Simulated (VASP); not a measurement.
# Sn (P6_3/mmc) in VASP: a series of runs

The runs below take Sn through single point, with BLYP.

Program: VASP 6.6.1. These are calculated values, not measurements. Logs are shortened: lines on timing, memory, paths and dates and some standing lists are left out, and cuts for length are marked.

**1. The cell of the first run**

Symmetry: P6_3/mmc, No. 194, hexagonal system. The conventional cell has a = 3.508 Å, b = 3.508 Å, c = 11.552 Å, α = 90.00°, β = 90.00°, γ = 120.00°. Sn (site symmetry -3m) has 12 Sn at 3.51 to 3.53 Å within 4.6 Å. Within 4.6 Å of Sn (site symmetry -6m2) lie 12 Sn at 3.51 to 3.53 Å.

**2. Single point, BLYP**

The input, INCAR:

```
PREC = Accurate ; ENCUT = 520
EDIFF = 1E-6 ; ISMEAR = -1
SIGMA = 0.1 ; LREAL = F
LASPH = T ; NELM = 80
ALGO = Normal ; ISIF = 2
LWAVE = F ; LCHARG = F
GGA = B5 ; ALDAX = 1.0
AGGAX = 1.0 ; AGGAC = 1.0
ALDAC = 0.0 ; NBANDS = 36
```

The input, KPOINTS:

```
Automatic mesh
0
Gamma
  11 11 3
```

The input, POSCAR:

```
Sn
1.0
    3.5081909757      0.0000000000      0.0000000000
   -1.7540954879      3.0381825063      0.0000000000
    0.0000000000      0.0000000000     11.5515009474
Sn
4
Direct
    0.0000000000      0.0000000000      1.0000000000
    0.0000000000      0.0000000000      0.5000000000
    0.3333333333      0.6666666667      0.2500000000
    0.6666666667      0.3333333333      0.7500000000
```

Potentials or basis: VASP PAW PBE potentials, release 64 (Sn_d).

On the command line:

```bash
$ cat potpaw_PBE.64/Sn_d/POTCAR > POTCAR
$ mpirun -np 1 vasp_std > vasp.out
```

OUTCAR:

```text
PREC = Accurate
   ENCUT = 520
   EDIFF = 1E-6
   ISMEAR = -1
   LREAL = F
   LASPH = T
   NELM = 80
   ISIF = 2
   GGA = B5

 ion  position               nearest neighbor table
   1  0.000  0.000  0.000-   3 3.53   4 3.53   4 3.53   3 3.53   4 3.53   3 3.53
   2  0.000  0.000  0.500-   3 3.53   4 3.53   4 3.53   3 3.53   4 3.53   3 3.53
   3  0.333  0.667  0.250-   1 3.53   2 3.53   1 3.53   2 3.53   1 3.53   2 3.53
   4  0.667  0.333  0.750-   1 3.53   2 3.53   1 3.53   2 3.53   1 3.53   2 3.53

  LATTYP: Found a hexagonal cell.
 ALAT       =     3.5081909757
 C/A-ratio  =     3.2927229525

  Lattice vectors:

 A1 = (   3.5081909757,   0.0000000000,   0.0000000000)
 A2 = (  -1.7540954879,   3.0381825063,   0.0000000000)
 A3 = (   0.0000000000,   0.0000000000,  11.5515009474)

Analysis of symmetry for initial positions (statically):
=====================================================================
 Subroutine PRICEL returns:
 Original cell was already a primitive cell.

 Routine SETGRP: Setting up the symmetry group for a
 hexagonal supercell.

 Subroutine GETGRP returns: Found 24 space group operations
 (whereof 12 operations were pure point group operations)
 out of a pool of 24 trial point group operations.

The static configuration has the point symmetry D_3d.
 The point group associated with its full space group is D_6h.

Analysis of symmetry for dynamics (positions and initial velocities):
=====================================================================
 Subroutine PRICEL returns:
 Original cell was already a primitive cell.

 Routine SETGRP: Setting up the symmetry group for a
 hexagonal supercell.

 Subroutine GETGRP returns: Found 24 space group operations
 (whereof 12 operations were pure point group operations)
 out of a pool of 24 trial point group operations.

The dynamic configuration has the point symmetry D_3d.
 The point group associated with its full space group is D_6h.

 Subroutine INISYM returns: Found 24 space group operations
 (whereof 12 operations are pure point group operations),
 and found     1 'primitive' translations

----------------------------------------------------------------------------------------

                                     Primitive cell

  volume of cell :     123.1220

  direct lattice vectors                    reciprocal lattice vectors
[... 83 lines left out ...]
   ISTART =      0    job   : 0-new  1-cont  2-samecut
   ICHARG =      2    charge: 1-file 2-atom 10-const
   ISPIN  =      1    spin polarized calculation?
   LNONCOLLINEAR =      F non collinear calculations
   LSORBIT =      F    spin-orbit coupling
   LASPH  =      T    aspherical Exc in radial PAW
   ENCUT  =  520.0 eV  38.22 Ry    6.18 a.u.   6.52  6.52 21.48*2*pi/ulx,y,z
   NELM   =     80;   NELMIN=  2; NELMDL= -5     # of ELM steps
   EDIFF  = 0.1E-05   stopping-criterion for ELM
   LREAL  =      F    real-space projection
   EDIFFG = 0.1E-04   stopping-criterion for IOM
   NSW    =      0    number of steps for IOM
   IBRION =     -1    ionic relax: 0-MD 1-quasi-New 2-CG
   NFREE  =      0    steps in history (QN), initial steepest desc. (CG)
   ISIF   =      2    stress and relaxation
   ISYM   =      2    0-nonsym 1-usesym 2-fastsym
   POTIM  = 0.5000    time-step for ionic-motion
   TEBEG  =    0.0;   TEEND  =   0.0 temperature during run
   PSTRESS=    0.0 pullay stress
   NELECT =      56.0000    total number of electrons
   NUPDOWN=      -1.0000    fix difference up-down
   EMIN   =  10.00;   EMAX   =-10.00  energy-range for DOS
   EFERMI =   0.00;   METHOD = LEGACY
   ISMEAR =    -1;   SIGMA  =   0.10  broadening in eV -4-tet -1-fermi 0-gaus
   EFERMI_NEDOS =   21; number of points for ismear=-14 and -15
   IALGO  =     38    algorithm
   IMIX   =      4    mixing-type and parameters
     AMIX     =   0.40;   BMIX     =  1.00
     AMIX_MAG =   1.60;   BMIX_MAG =  1.00
  volume/ion in A,a.u.               =      30.78       207.72
  Fermi-wavevector in a.u.,A,eV,Ry     =   1.259000  2.379165 21.566331  1.585081
  Thomas-Fermi vector in A             =   2.392581
   LORBIT       =      0    0 simple, 1 ext, 2 COOP (PROOUT), +10 PAW based schemes
   GGA     = B5    functional components
   LHFCALC =     F    Hartree Fock is set to
   AEXX    =    0.0000 exact exchange contribution
   IVDW    =     0    specifies the selected vdW correction
   LEPSILON=     F    determine dielectric tensor
   LRPA    =     F    only Hartree local field effects (RPA)
 non-spin polarized calculation
  energy-cutoff  :      520.00
  volume of cell :      123.12
 maximum number of plane-waves:      3353
 NGX is ok and might be reduce to    28
   NGX = 13   NGY = 13   NGZ = 43

 number of electron      56.0000001 magnetization

 Free energy of the ion-electron system (eV)
  ---------------------------------------------------
  ext. energy  EPLUGINS =         0.00000000
  ---------------------------------------------------
  free energy    TOTEN  =       -11.87370262 eV

  energy without entropy =      -11.80059071  energy(sigma->0) =      -11.83714667

 E-fermi :   7.1853     XC(G=0):  -9.1871

 val. band max:        7.1825993287   @ k =   0.2727   0.0909   0.3333
 cond. band min:       7.1869773814   @ k =   0.2727   0.0000   0.0000
 fundamental gap:      0.0043780527
 Fermi energy:         7.1852758601

 k-point     1 :       0.0000    0.0000    0.0000
  band No.  band energies     occupation
      1     -14.3424      2.00000
      2     -14.3411      2.00000
      3     -14.3367      2.00000
      4     -14.3367      2.00000
      5     -14.3309      2.00000
      6     -14.3309      2.00000
[... 925 lines left out ...]
     35      11.9382      0.00000
     36      12.5632      0.00000

 [... further k-points ...]
[... 5 lines left out ...]
  --------------------------------------------------------------------------------------
  -------------------------------------------------------------------------------------
  Total       -0.0522693     -0.0522693     -0.0459352      0.0000000      0.0000000      0.0000000
  in kB       -0.6801761     -0.6801761     -0.5977514      0.0000000      0.0000000      0.0000000
  external PRESSURE =      -0.6527012 kB  Pullay stress =       0.0000000 kB

 VOLUME and BASIS-vectors are now :
 -----------------------------------------------------------------------------
  energy-cutoff  :      520.00
  volume of cell :      123.12
      direct lattice vectors                 reciprocal lattice vectors
     3.508190976  0.000000000  0.000000000     0.285047196  0.164572075  0.000000000
    -1.754095488  3.038182506  0.000000000     0.000000000  0.329144150  0.000000000
     0.000000000  0.000000000 11.551500947     0.000000000  0.000000000  0.086568837

 POSITION                                       TOTAL-FORCE (eV/Angst)
 -----------------------------------------------------------------------------------
      0.00000      0.00000      0.00000        -0.000000      0.000000      0.000000
      0.00000      0.00000      5.77575        -0.000000      0.000000      0.000000
     -0.00000      2.02546      2.88788         0.000000     -0.000000      0.000000
      1.75410      1.01273      8.66363        -0.000000      0.000000     -0.000000
 -----------------------------------------------------------------------------------
    total drift:                                0.000000     -0.000000      0.000000

  FREE ENERGIE OF THE ION-ELECTRON SYSTEM (eV)
  ---------------------------------------------------
  free  energy   TOTEN  =       -11.8737026234 eV

  energy  without entropy=      -11.8005907081  energy(sigma->0) =      -11.83714667
```

Run time: 80 s. Hardware: 1 thread of Intel Xeon 6975P-C (Granite Rapids), shared host; peak memory 0.28 GiB.

What came out:

```
Free energy            : -11.8737 eV
Pressure               : -0.1 GPa
Band gap on the k mesh : zero (band 28 reaches 12.22 eV, above the bottom of band 29 at 5.77 eV)
```

Caveat: the PAW data sets were made with another functional, which shifts forces and pressure a little; spin-orbit coupling is left out, which moves the levels of the heavy elements.

**3. Single point, BLYP (volume scaled by 0.88)**

The input, INCAR:

```
PREC     = Accurate       # precision mode
ENCUT    = 520            # plane-wave cutoff, eV
EDIFF    = 1E-7           # SCF threshold, eV
ISMEAR   = -1             # smearing method
SIGMA    = 0.1            # smearing width, eV
LREAL    = False          # projectors in reciprocal space
LASPH    = True           # aspherical terms in the spheres
NELM     = 100            # most SCF steps
ALGO     = Normal         # electronic algorithm
ISIF     = 2              # what is computed and relaxed
LWAVE    = False          # write WAVECAR
LCHARG   = True           # write CHGCAR
GGA      = B5             # functional
ALDAX    = 1.0          
AGGAX    = 1.0          
AGGAC    = 1.0          
ALDAC    = 0.0          
LELF     = True           # ELF
LVHAR    = True         
NBANDS   = 36             # bands
```

The input, KPOINTS:

```
Automatic mesh
0
Gamma
  12 12 3
```

The input, POSCAR:

```
Sn
1.0
    3.3618431807      0.0000000000      0.0000000000
   -1.6809215903      2.9114415980      0.0000000000
    0.0000000000      0.0000000000     11.0696182036
Sn
4
Direct
    0.0000000000      0.0000000000      1.0000000000
    0.0000000000      0.0000000000      0.5000000000
    0.3333333333      0.6666666667      0.2500000000
    0.6666666667      0.3333333333      0.7500000000
```

Potentials or basis: VASP PAW PBE potentials, release 64 (Sn_d).

On the command line:

```bash
$ cat potpaw_PBE.64/Sn_d/POTCAR > POTCAR
$ mpirun -np 1 vasp_std > vasp.out
```

Run time: 1.8 min. Hardware: 1 thread of Intel Xeon 6975P-C (Granite Rapids), shared host; peak memory 0.3 GiB.

It converged, with:

| Quantity | Value |
| --- | --- |
| Free energy | -11.6012 eV |
| Pressure | 6.2 GPa |
| Band gap on the k mesh | zero (band 28 reaches 14.44 eV, above the bottom of band 29 at 6.22 eV) |

Stress tensor (GPa, compression positive):
```
6.39 0.00 0.00
0.00 6.39 0.00
0.00 0.00 5.73
```

Levels at points of the mesh, in eV from the Fermi level:
```tsv
k point	band 24	band 25	band 26	band 27	band 28	band 29	band 30	band 31	band 32	band 33
(0.00, 0.00, 0.00)	-6.96	-4.52	0.90	0.90	5.72	5.72	6.47	6.47	6.57	6.57
(0.50, 0.00, 0.00)	-5.43	-4.30	-4.01	-2.10	-1.72	-0.27	0.60	2.10	3.42	3.43
```

Caveat: the PAW data sets were made with another functional, which shifts forces and pressure a little; spin-orbit coupling is left out, which moves the levels of the heavy elements.

**4. Single point, BLYP (volume scaled by 0.92)**

The input, INCAR:

```
AGGAC = 1.0 ; AGGAX = 1.0
ALDAC = 0.0 ; ALDAX = 1.0
ALGO = Normal ; EDIFF = 1E-6
ENCUT = 520 ; GGA = B5
ISIF = 2 ; ISMEAR = -1
LASPH = True ; LCHARG = True
LELF = True ; LREAL = False
LVHAR = True ; LWAVE = False
NBANDS = 36 ; NELM = 60
PREC = Accurate ; SIGMA = 0.1
```

The input, KPOINTS:

```
k-points
0
Gamma
  12 12 3
```

The input, POSCAR:

```
Sn
1.0
    3.4120273432      0.0000000000      0.0000000000
   -1.7060136716      2.9549023576      0.0000000000
    0.0000000000      0.0000000000     11.2348607475
Sn
4
Direct
    0.0000000000      0.0000000000      1.0000000000
    0.0000000000      0.0000000000      0.5000000000
    0.3333333333      0.6666666667      0.2500000000
    0.6666666667      0.3333333333      0.7500000000
```

On the command line:

```bash
$ cat potpaw_PBE.64/Sn_d/POTCAR > POTCAR
$ mpirun -np 1 vasp_std > vasp.out
```

It took 79 s on 1 thread of Intel Xeon 6975P-C (Granite Rapids), shared host; peak memory 0.29 GiB.

It converged, with:

* Free energy: -11.7534 eV
* Pressure: 3.7 GPa
* Band gap on the k mesh: zero (band 28 reaches 13.64 eV, above the bottom of band 29 at 5.82 eV)

Stress tensor (GPa, compression positive):
```
3.83 0.00 0.00
0.00 3.83 0.00
0.00 0.00 3.29
```

Levels at points of the mesh, in eV from the Fermi level:
```tsv
k point	band 26	band 27	band 28	band 29	band 30	band 31
(0.00, 0.00, 0.00)	0.84	0.84	5.45	5.45	6.16	6.16
(0.50, 0.00, 0.00)	-3.82	-2.09	-1.69	-0.22	0.61	2.04
```

Caveat: the PAW data sets were made with another functional, which shifts forces and pressure a little; spin-orbit coupling is left out, which moves the levels of the heavy elements.

**5. Overview**

```tsv
cell	k mesh	gap on the mesh (eV)	pressure (GPa)
a = 3.508, b = 3.508, c = 11.552 Å, angles 90.0, 90.0, 120.0°, 4 atoms	11 × 11 × 3	none	-0.1
a = 3.362, b = 3.362, c = 11.070 Å, angles 90.0, 90.0, 120.0°, 4 atoms	12 × 12 × 3	none	6.2
a = 3.412, b = 3.412, c = 11.235 Å, angles 90.0, 90.0, 120.0°, 4 atoms	12 × 12 × 3	none	3.7
```

Alike in all rows: task single point; level BLYP; potentials or basis VASP PAW PBE potentials, release 64 (Sn_d); no spin polarisation; cutoff (eV) 520; smearing fermi-dirac 0.1 eV.

Caveats: the PAW data sets were made with another functional, which shifts forces and pressure a little; spin-orbit coupling is left out, which moves the levels of the heavy elements.

Total energies depend on the potentials used, so only differences within one code and one set of settings carry meaning.
